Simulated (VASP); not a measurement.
# N in VASP: single point with r2SCAN

Aim: the single point of N with r2SCAN.

Program: VASP 6.6.1. These are calculated values, not measurements. Logs are shortened: lines on timing, memory, paths and dates and some standing lists are left out, and cuts for length are marked.

### Step 1. The cell of the first run

The cell holds a molecule in a box, 1 atom: a = 15.000 Å, b = 15.500 Å, c = 16.000 Å, α = 90.00°, β = 90.00°, γ = 90.00°.

### Step 2. Single point, r2SCAN, collinear spin, ferromagnetic start

Contents of POSCAR:

```
N
1.0
   15.0000000000      0.0000000000      0.0000000000
    0.0000000000     15.5000000000      0.0000000000
    0.0000000000      0.0000000000     16.0000000000
N
1
Direct
    0.5000000000      0.5000000000      0.5000000000
```

Contents of INCAR.step1:

```
SYSTEM = N
PREC = Accurate
ENCUT = 520
ISMEAR = 0
SIGMA = 0.005
LREAL = .FALSE.
LASPH = .TRUE.
NELM = 150
ISPIN = 2
MAGMOM = 3
NBANDS = 12
ISYM = 0
GGA = PE
ALGO = Normal
EDIFF = 1E-4
LWAVE = .TRUE.
LCHARG = .FALSE.
```

Contents of INCAR.step2:

```
SYSTEM = N
PREC = Accurate
ENCUT = 520
EDIFF = 1E-6
ISMEAR = 0
SIGMA = 0.005
LREAL = .FALSE.
LASPH = .TRUE.
NELM = 150
ALGO = Normal
ISIF = 2
LWAVE = .FALSE.
LCHARG = .FALSE.
ISPIN = 2
MAGMOM = 3
LORBIT = 11
METAGGA = R2SCAN
LMIXTAU = .TRUE.
NBANDS = 12
ISYM = 0
ISTART = 1
```

Contents of KPOINTS:

```
regular mesh
0
G
  1 1 1
  0 0 0
```

Potentials or basis: VASP PAW PBE potentials, release 64 (N).

Launch:

```
$ cat potpaw_PBE.64/N/POTCAR > POTCAR
$ cp INCAR.step1 INCAR
$ mpirun -np 1 vasp_gam > vasp.out
$ cp INCAR.step2 INCAR
$ mpirun -np 1 vasp_gam > vasp.out
```

OUTCAR:

```text
SYSTEM = N
   PREC = Accurate
   ENCUT = 520
   EDIFF = 1E-6
   ISMEAR = 0
   LREAL = .FALSE.
   LASPH = .TRUE.
   NELM = 150
   ISIF = 2
   ISPIN = 2
   LORBIT = 11
   METAGGA = R2SCAN
   ISYM = 0
   ISTART = 1

 ion  position               nearest neighbor table
   1  0.500  0.500  0.500-

IMPORTANT INFORMATION: All symmetrisations will be switched off!
NOSYMM: (Re-)initialisation of all symmetry stuff for point group C_1.

----------------------------------------------------------------------------------------

                                     Primitive cell

  volume of cell :    3720.0000

  direct lattice vectors                    reciprocal lattice vectors
    15.000000000  0.000000000  0.000000000     0.066666667  0.000000000  0.000000000
     0.000000000 15.500000000  0.000000000     0.000000000  0.064516129  0.000000000
     0.000000000  0.000000000 16.000000000     0.000000000  0.000000000  0.062500000

  length of vectors
    15.000000000 15.500000000 16.000000000     0.066666667  0.064516129  0.062500000

  position of ions in fractional coordinates (direct lattice)
     0.500000000  0.500000000  0.500000000

  ion indices of the primitive-cell ions
   primitive index   ion index
                 1           1

----------------------------------------------------------------------------------------

 KPOINTS: regular mesh

Automatic generation of k-mesh.
 Grid dimensions read from file:
 generate k-points for:    1    1    1

 Generating k-lattice:

  Cartesian coordinates                     Fractional coordinates (reciprocal lattice)
     0.066666667  0.000000000  0.000000000     1.000000000  0.000000000  0.000000000
     0.000000000  0.064516129  0.000000000     0.000000000  1.000000000  0.000000000
     0.000000000  0.000000000  0.062500000     0.000000000  0.000000000  1.000000000

  Length of vectors
     0.066666667  0.064516129  0.062500000

  Shift w.r.t. Gamma in fractional coordinates (k-lattice)
     0.000000000  0.000000000  0.000000000

 Subroutine IBZKPT returns following result:
 ===========================================

 Found      1 irreducible k-points:

 Following reciprocal coordinates:
            Coordinates               Weight
  0.000000  0.000000  0.000000      1.000000
   k-points           NKPTS =      1   k-points in BZ     NKDIM =      1   number of bands    NBANDS=     12
   number of dos      NEDOS =    301   number of ions     NIONS =      1
   total plane-waves  NPLWV = ******
   dimension x,y,z NGX =   112 NGY =  120 NGZ =  120
   dimension x,y,z NGXF=   224 NGYF=  240 NGZF=  240
   ions per type =               1
   NGX,Y,Z   is equivalent  to a cutoff of  12.41, 12.87, 12.47 a.u.
   NGXF,Y,Z  is equivalent  to a cutoff of  24.83, 25.74, 24.94 a.u.
 SYSTEM =  N
   PREC   = accura    normal or accurate (medium, high low for compatibility)
   ISTART =      1    job   : 0-new  1-cont  2-samecut
   ICHARG =      0    charge: 1-file 2-atom 10-const
   ISPIN  =      2    spin polarized calculation?
   LNONCOLLINEAR =      F non collinear calculations
   LSORBIT =      F    spin-orbit coupling
   LASPH  =      T    aspherical Exc in radial PAW
   ENCUT  =  520.0 eV  38.22 Ry    6.18 a.u.  27.89 28.82 29.75*2*pi/ulx,y,z
   NELM   =    150;   NELMIN=  2; NELMDL=  0     # of ELM steps
   EDIFF  = 0.1E-05   stopping-criterion for ELM
   LREAL  =      F    real-space projection
   EDIFFG = 0.1E-04   stopping-criterion for IOM
   NSW    =      0    number of steps for IOM
   IBRION =     -1    ionic relax: 0-MD 1-quasi-New 2-CG
   NFREE  =      0    steps in history (QN), initial steepest desc. (CG)
   ISIF   =      2    stress and relaxation
   ISYM   =      0    0-nonsym 1-usesym 2-fastsym
   POTIM  = 0.5000    time-step for ionic-motion
   TEBEG  =    0.0;   TEEND  =   0.0 temperature during run
   PSTRESS=    0.0 pullay stress
   NELECT =       5.0000    total number of electrons
   NUPDOWN=      -1.0000    fix difference up-down
   EMIN   =  10.00;   EMAX   =-10.00  energy-range for DOS
   EFERMI =   0.00;   METHOD = LEGACY
   ISMEAR =     0;   SIGMA  =   0.01  broadening in eV -4-tet -1-fermi 0-gaus
   EFERMI_NEDOS =   21; number of points for ismear=-14 and -15
   IALGO  =     38    algorithm
   IMIX   =      4    mixing-type and parameters
     AMIX     =   0.40;   BMIX     =  1.00
     AMIX_MAG =   1.60;   BMIX_MAG =  1.00
  volume/ion in A,a.u.               =    3720.00     25103.80
  Fermi-wavevector in a.u.,A,eV,Ry     =   0.180669  0.341415  0.444112  0.032641
  Thomas-Fermi vector in A             =   0.906350
   LORBIT       =     11    0 simple, 1 ext, 2 COOP (PROOUT), +10 PAW based schemes
   METAGGA = R2SCAN    functional components
   LHFCALC =     F    Hartree Fock is set to
   AEXX    =    0.0000 exact exchange contribution
   IVDW    =     0    specifies the selected vdW correction
   LEPSILON=     F    determine dielectric tensor
   LRPA    =     F    only Hartree local field effects (RPA)
 spin polarized calculation
 Gauss-broadening in eV      SIGMA  =   0.01
  energy-cutoff  :      520.00
  volume of cell :     3720.00
 maximum number of plane-waves:     50071
 NGX is ok and might be reduce to   112
   NGX = 55   NGY = 57   NGZ = 59

 number of electron       4.9999999 magnetization       2.9999998

 Free energy of the ion-electron system (eV)
  ---------------------------------------------------
  ext. energy  EPLUGINS =         0.00000000
  ---------------------------------------------------
  free energy    TOTEN  =        -4.43030454 eV

  energy without entropy =       -4.43030454  energy(sigma->0) =       -4.43030454

 E-fermi :  -8.8008     XC(G=0):  -0.0610

 val. band max:       -8.8679372005   @ k =   0.0000   0.0000   0.0000
 cond. band min:      -3.1467395519   @ k =   0.0000   0.0000   0.0000
 fundamental gap:      5.7211976486
 Fermi energy:        -8.8008296479

 spin component 1

 k-point     1 :       0.0000    0.0000    0.0000
  band No.  band energies     occupation
      1     -21.3533      1.00000
      2      -8.8679      1.00000
      3      -8.8679      1.00000
      4      -8.8679      1.00000
      5      -0.0461      0.00000
      6       0.4978      0.00000
      7       0.5639      0.00000
      8       0.5939      0.00000
      9       0.6011      0.00000
     10       0.6391      0.00000
     11       0.6397      0.00000
     12       1.1505      0.00000
 Fermi energy:        -8.8008296479

 spin component 2

 k-point     1 :       0.0000    0.0000    0.0000
  band No.  band energies     occupation
      1     -15.1887      1.00000
      2      -3.1467      0.00000
      3      -3.1467      0.00000
      4      -3.1466      0.00000
      5       0.0293      0.00000
      6       0.5947      0.00000
      7       0.6126      0.00000
      8       0.6408      0.00000
      9       0.6494      0.00000
     10       0.6953      0.00000
     11       0.7758      0.00000
     12       1.2265      0.00000

------------------------ aborting loop because EDIFF is reached ----------------------------------------

  FORCE on cell =-STRESS in cart. coord.  units (eV):
  Direction    XX          YY          ZZ          XY          YZ          ZX
  --------------------------------------------------------------------------------------
  -------------------------------------------------------------------------------------
  Total       -0.0281920     -0.0290792     -0.0283528      0.0000020     -0.0000020     -0.0000017
  in kB       -0.0121421     -0.0125242     -0.0122114      0.0000008     -0.0000009     -0.0000007
  external PRESSURE =      -0.0122926 kB  Pullay stress =       0.0000000 kB

 VOLUME and BASIS-vectors are now :
 -----------------------------------------------------------------------------
  energy-cutoff  :      520.00
  volume of cell :     3720.00
      direct lattice vectors                 reciprocal lattice vectors
    15.000000000  0.000000000  0.000000000     0.066666667  0.000000000  0.000000000
     0.000000000 15.500000000  0.000000000     0.000000000  0.064516129  0.000000000
     0.000000000  0.000000000 16.000000000     0.000000000  0.000000000  0.062500000

 POSITION                                       TOTAL-FORCE (eV/Angst)
 -----------------------------------------------------------------------------------
      7.50000      7.75000      8.00000         0.000018     -0.000002     -0.000004
 -----------------------------------------------------------------------------------
    total drift:                                0.000018     -0.000002     -0.000004

  FREE ENERGIE OF THE ION-ELECTRON SYSTEM (eV)
  ---------------------------------------------------
  free  energy   TOTEN  =        -4.4303045413 eV

  energy  without entropy=       -4.4303045413  energy(sigma->0) =       -4.43030454

 total charge

# of ion       s       p       d       tot
------------------------------------------
    1        1.359   1.939   0.000   3.298

 magnetization (x)

# of ion       s       p       d       tot
------------------------------------------
    1        0.048   1.939   0.000   1.987
```

It took 22 min on 1 thread of AMD EPYC 9755, shared host; peak memory 4.4 GiB.

Results:

| Property | Result |
| --- | --- |
| Free energy | -4.4303 eV |
| Gap between the frontier levels | 5.72 eV |
| Net moment | 3.00 μB per cell |
| Site moments | N +1.99 μB |
| Valence electrons inside the program's atomic spheres | N 3.30 |

Levels at points of the mesh, in eV from the valence-band top:
Spin up:
```
           k point  band 1  band 2  band 3  band 4  band 5  band 6  band 7  band 8  band 9
(0.00, 0.00, 0.00)  -12.49    0.00    0.00    0.00    8.82    9.37    9.43    9.46    9.47
```
Spin down:
```tsv
k point	band 1	band 2	band 3	band 4	band 5
(0.00, 0.00, 0.00)	-6.32	5.72	5.72	5.72	8.90
```

Caveat: the PAW data sets were made with another functional, which shifts forces and pressure a little.
